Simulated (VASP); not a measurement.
# TiH in VASP: notebook, part 2 of 2

VASP 6.6.1. Earlier steps stand in the parts before.

## (5) Single point, PBEsol (strain -0.030 along x and y, +0.030 along z)

INCAR

```
PREC     = Accurate       # precision mode
ENCUT    = 520            # plane-wave cutoff, eV
EDIFF    = 1E-6           # SCF threshold, eV
ISMEAR   = 0              # smearing method
SIGMA    = 0.15           # smearing width, eV
LREAL    = False          # projectors in reciprocal space
LASPH    = True           # aspherical terms in the spheres
NELM     = 100            # most SCF steps
ALGO     = Fast           # electronic algorithm
ISIF     = 2              # what is computed and relaxed
LWAVE    = False          # write WAVECAR
LCHARG   = True           # write CHGCAR
GGA      = PS             # functional
LELF     = True           # ELF
LVHAR    = True         
NBANDS   = 14             # bands
```

KPOINTS

```
Automatic mesh
0
Gamma
  20 20 20
```

POSCAR

```
TiH
1.0
    0.0000000000      2.0270063034      2.1523881366
    2.0270063034      0.0000000000      2.1523881366
    2.0270063034      2.0270063034      0.0000000000
Ti H
1 1
Direct
    0.0000000000      0.0000000000      0.0000000000
    0.5000000000      0.5000000000      0.5000000000
```

Potentials or basis: VASP PAW PBE potentials, release 64 (Ti_sv, H).

Run with:

```sh
$ cat potpaw_PBE.64/Ti_sv/POTCAR potpaw_PBE.64/H/POTCAR > POTCAR
$ mpirun -np 1 vasp_std > vasp.out
```

OUTCAR:

```text
PREC = Accurate
   ENCUT = 520
   EDIFF = 1E-6
   ISMEAR = 0
   LREAL = False
   LASPH = True
   NELM = 100
   ISIF = 2
   GGA = PS

 ion  position               nearest neighbor table
   1  0.000  0.000  0.000-
   2  0.500  0.500  0.500-

  LATTYP: Found a body centered tetragonal cell.
 ALAT       =     2.8666198053
 C/A-ratio  =     1.5016906899

  Lattice vectors:

 A1 = (  -2.0270063034,   0.0000000000,   2.1523881366)
 A2 = (   2.0270063034,   0.0000000000,   2.1523881366)
 A3 = (   0.0000000000,   2.0270063034,  -2.1523881366)

Analysis of symmetry for initial positions (statically):
=====================================================================
 Subroutine PRICEL returns:
 Original cell was already a primitive cell.

 Routine SETGRP: Setting up the symmetry group for a
 body centered tetragonal supercell.

 Subroutine GETGRP returns: Found 16 space group operations
 (whereof 16 operations were pure point group operations)
 out of a pool of 16 trial point group operations.

The static configuration has the point symmetry D_4h.

Analysis of symmetry for dynamics (positions and initial velocities):
=====================================================================
 Subroutine PRICEL returns:
 Original cell was already a primitive cell.

 Routine SETGRP: Setting up the symmetry group for a
 body centered tetragonal supercell.

 Subroutine GETGRP returns: Found 16 space group operations
 (whereof 16 operations were pure point group operations)
 out of a pool of 16 trial point group operations.

The dynamic configuration has the point symmetry D_4h.

 Subroutine INISYM returns: Found 16 space group operations
 (whereof 16 operations are pure point group operations),
 and found     1 'primitive' translations

----------------------------------------------------------------------------------------

                                     Primitive cell

[... 120 lines left out ...]
   LRPA    =     F    only Hartree local field effects (RPA)
 non-spin polarized calculation
 RMM-DIIS sequential band-by-band and
 Gauss-broadening in eV      SIGMA  =   0.15
  energy-cutoff  :      520.00
  volume of cell :       17.69
 maximum number of plane-waves:       495
 NGX is ok and might be reduce to    24
   NGX = 11   NGY = 11   NGZ = 11

 number of electron      12.9999998 magnetization

 Free energy of the ion-electron system (eV)
  ---------------------------------------------------
  ext. energy  EPLUGINS =         0.00000000
  ---------------------------------------------------
  free energy    TOTEN  =       -12.43540993 eV

  energy without entropy =      -12.41328337  energy(sigma->0) =      -12.42434665

 E-fermi :   9.0012     XC(G=0): -12.2059

 val. band max:        9.0010205810   @ k =  -0.2000   0.3000   0.2500
 cond. band min:       9.0039991369   @ k =   0.4000   0.1000   0.2000
 fundamental gap:      0.0029785559
 Fermi energy:         9.0012129773

 k-point     1 :       0.0000    0.0000    0.0000
  band No.  band energies     occupation
      1     -47.4227      2.00000
      2     -23.4291      2.00000
      3     -23.4291      2.00000
      4     -23.4108      2.00000
      5      -0.6167      2.00000
      6       9.3581      0.00077
      7       9.8962      0.00000
      8       9.8962      0.00000
      9      10.9124      0.00000
     10      11.4994      0.00000
     11      20.0639      0.00000
     12      23.7861      0.00000
     13      24.8049      0.00000
     14      25.9027      0.00000
[... 377 lines left out ...]
      1     -47.3158      2.00000
      2     -24.0285      2.00000
      3     -23.5215      2.00000
      4     -23.4712      2.00000
      5       2.6806      2.00000
      6       7.0685      2.00000
      7       9.1892      0.07630
      8       9.7313      0.00000
      9      11.8112      0.00000
     10      12.1971      0.00000
     11      16.0059      0.00000
     12      20.1568      0.00000
     13      26.0188      0.00000
     14      28.8924      0.00000

 [... further k-points ...]

------------------------ aborting loop because EDIFF is reached ----------------------------------------

  FORCE on cell =-STRESS in cart. coord.  units (eV):
  Direction    XX          YY          ZZ          XY          YZ          ZX
  --------------------------------------------------------------------------------------
  -------------------------------------------------------------------------------------
  Total        0.0827198      0.0827198      0.0599815      0.0000000     -0.0000000      0.0000000
  in kB        7.4930571      7.4930571      5.4333455      0.0000000     -0.0000000      0.0000000
  external PRESSURE =       6.8064865 kB  Pullay stress =       0.0000000 kB

 VOLUME and BASIS-vectors are now :
 -----------------------------------------------------------------------------
  energy-cutoff  :      520.00
  volume of cell :       17.69
      direct lattice vectors                 reciprocal lattice vectors
     0.000000000  2.027006303  2.152388137    -0.246669189  0.246669189  0.232300110
     2.027006303  0.000000000  2.152388137     0.246669189 -0.246669189  0.232300110
     2.027006303  2.027006303  0.000000000     0.246669189  0.246669189 -0.232300110

 POSITION                                       TOTAL-FORCE (eV/Angst)
 -----------------------------------------------------------------------------------
      0.00000      0.00000      0.00000         0.000000     -0.000000     -0.000000
      2.02701      2.02701      2.15239        -0.000000      0.000000      0.000000
 -----------------------------------------------------------------------------------
    total drift:                                0.000000     -0.000000     -0.000000

  FREE ENERGIE OF THE ION-ELECTRON SYSTEM (eV)
  ---------------------------------------------------
  free  energy   TOTEN  =       -12.4354099255 eV

  energy  without entropy=      -12.4132833730  energy(sigma->0) =      -12.42434665
```

Run time: 68 s. Hardware: 1 thread of Intel Xeon 6975P-C (Granite Rapids), shared host; peak memory 0.27 GiB.

Results:

```
Free energy            : -12.4354 eV
Pressure               : 0.7 GPa
Band gap on the k mesh : zero (an odd number of electrons rules out a gap without spin polarisation)
```

Caveat: the cell differs from its parent crystal (strain -0.030 along x and y, +0.030 along z); the PAW data sets were made with another functional, which shifts forces and pressure a little.

## (6) The runs side by side

```csv
cell,gap on the mesh (eV),pressure (GPa)
"a = 3.000, b = 3.000, c = 2.955 Å, angles 60.5, 60.5, 59.0°, 2 atoms",none,-7.6
"a = 2.867 Å, angles 60.0°, 2 atoms",none,10.9
"a = 3.044 Å, angles 60.0°, 2 atoms",none,-13.9
"a = 2.957, b = 2.957, c = 2.867 Å, angles 61.0, 61.0, 58.0°, 2 atoms",none,0.7
```

Alike in all rows: task single point; level PBEsol; potentials or basis VASP PAW PBE potentials, release 64 (Ti_sv, H); no spin polarisation; k mesh 20 × 20 × 20; cutoff (eV) 520; smearing gaussian 0.15 eV.

Caveats: the PAW data sets were made with another functional, which shifts forces and pressure a little; the cell stands under tension (at least some runs); the cell stands under pressure (at least some runs).

Absolute energies hang on the potentials; compare differences alone.
